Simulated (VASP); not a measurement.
Runs of VASP 6.6.1 on Zn. The structure is that of space group P6_3/mmc (No. 194), or close to it. The cells are those of the table. 

```csv
cell,k mesh,gap on the mesh (eV),pressure (GPa)
"a = 2.674, b = 2.674, c = 4.961 Å, angles 90.0, 90.0, 120.0°, 2 atoms",20 × 20 × 10,none,-0.7
"a = 2.661, b = 2.661, c = 4.937 Å, angles 90.0, 90.0, 120.0°, 2 atoms",19 × 19 × 10,none,(a)
"a = 2.647, b = 2.647, c = 4.912 Å, angles 90.0, 90.0, 120.0°, 2 atoms",20 × 20 × 10,none,1.6
"a = 2.661, b = 2.661, c = 4.937 Å, angles 90.0, 90.0, 120.0°, 2 atoms",20 × 20 × 10,none,0.4
```

Alike in all rows: task single point; level PBE; potentials or basis VASP PAW PBE potentials, release 64 (Zn); no spin polarisation; cutoff (eV) 520; smearing methfessel-paxton 0.05 eV.

Task: Estimate the missing entries.

Result: (a) 0.3.

A gap of «none» marks levels without a gap at the run's occupations.
